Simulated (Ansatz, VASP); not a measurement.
One calculation of IrSe, two programs

File INCAR:

```
PREC = Accurate
ENCUT = 520
EDIFF = 1E-7
ISMEAR = 0
SIGMA = 0.05
LREAL = F
LASPH = T
NELM = 100
ALGO = Normal
ISIF = 2
LWAVE = F
LCHARG = T
GGA = PE
LELF = T
LVHAR = T
NBANDS = 14
```

KPOINTS

```
Automatic mesh
0
Gamma
  10 10 10
```

The input POSCAR:

```
IrSe
1.0
    0.0000000000      2.8186753044      2.8186753044
    2.8186753044      0.0000000000      2.8186753044
    2.8186753044      2.8186753044      0.0000000000
Ir Se
1 1
Direct
    0.0000000000      0.0000000000      0.0000000000
    0.2500000000      0.2500000000      0.2500000000
```

Input for Ansatz:

```yaml
crystal:
  lattice:
    - [0.0, 2.8186753044, 2.8186753044]
    - [2.8186753044, 0.0, 2.8186753044]
    - [2.8186753044, 2.8186753044, 0.0]
  atoms:
    - { symbol: Ir, position: [0.0, 0.0, 0.0] }
    - { symbol: Se, position: [0.25, 0.25, 0.25] }
basis:
  ecutwfc: 420
  ecutrho_ratio: 4
kpoints:
  mp_grid: { grid: [10, 10, 10] }
hamiltonian:
  xc: pbe
scf:
  occupations: { method: gaussian, width: 0.05 }
output:
  forces: true
  stress: true
  eigenvalues: true
  write_density: true
  write_potential: true
  elf: true
  volumetric_format: npy
```

Alike in both runs: task single point; functional PBE; k mesh 10 × 10 × 10; occupations gaussian, width 0.05 eV; no spin polarisation.

```csv
,VASP,Ansatz
version,VASP 6.6.1,Ansatz 0.2.0
potentials or method,"VASP PAW PBE potentials, release 64 (Ir, Se), cutoff 520 eV","scalar-relativistic, plane waves, PAW"
valence electrons in the cell,15,33
```

```tsv
	VASP	Ansatz	Ansatz less VASP
gap on the k mesh at the Fermi level (eV)	none	none	-
pressure (GPa)	-4.1	-4.4	-0.27
```

A gap of «none» marks a metal or a gap that the smearing closes. The functional is the same, so the differences come from potentials, cutoffs and numerics. VASP's potentials hold 15 valence electrons a cell and Ansatz's 33, so a difference there can come from the potentials and not from the codes.

Spin-orbit coupling is off throughout.
